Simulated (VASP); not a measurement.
Write the native input for VASP 6.6.1 that does the following.

```yaml
Task: single point
Functional: LDA
Potentials_or_basis: VASP PAW LDA potentials, release 64 (Ca_sv, C_h)
Cutoff: 910 eV
k_mesh: 6 × 6 × 6
Occupations: gaussian, width 0.1 eV
Spin: no spin polarisation
Dipole_correction: no
Second_run: hard_potentials
Further_INCAR_settings: ALGO = Normal; EDIFF = 1e-06; NBANDS = 16
```

The structure of CaC2 lies in POSCAR:

```
CaC2
1.0
   -1.9342985994      1.9342985994      3.2021112425
    1.9342985994     -1.9342985994      3.2021112425
    1.9342985994      1.9342985994     -3.2021112425
Ca C
1 2
Direct
    0.0000000000      0.0000000000      0.0000000000
    0.5978927200      0.5978927200      0.0000000000
    0.4021072800      0.4021072800      0.0000000000
```

The input as run:

INCAR

```
SYSTEM = CaC2
  PREC = Accurate
  ENCUT = 910
  EDIFF = 1E-6
  ISMEAR = 0
  SIGMA = 0.1
  LREAL = .FALSE.
  LASPH = .TRUE.
  NELM = 120
  ALGO = Normal
  ISIF = 2
  LWAVE = .FALSE.
  LCHARG = .FALSE.
  NBANDS = 16
  GGA_COMPAT = .FALSE.
```

KPOINTS

```
regular mesh
0
G
  6 6 6
  0 0 0
```

Potentials or basis: VASP PAW LDA potentials, release 64 (Ca_sv, C_h).

The run is started by

```sh
$ cat potpaw_LDA.64/Ca_sv/POTCAR potpaw_LDA.64/C_h/POTCAR > POTCAR
$ mpirun -np 1 vasp_std > vasp.out
```

Results of the run:

- Pressure: -4.2 GPa
- Largest force: 0.133 eV/Å
- Band gap on the k mesh: 1.17 eV, indirect (least direct gap 2.23 eV)

Caveat: the cutoff is under 1.25 times the usual one of these potentials, so pressure, stress and relaxed cells hold a basis-set (Pulay) error.

It took 32 s on 1 thread of Intel(R) Xeon(R) 6975P-C (Granite Rapids), with other jobs on the host, peak memory 0.24 GiB.
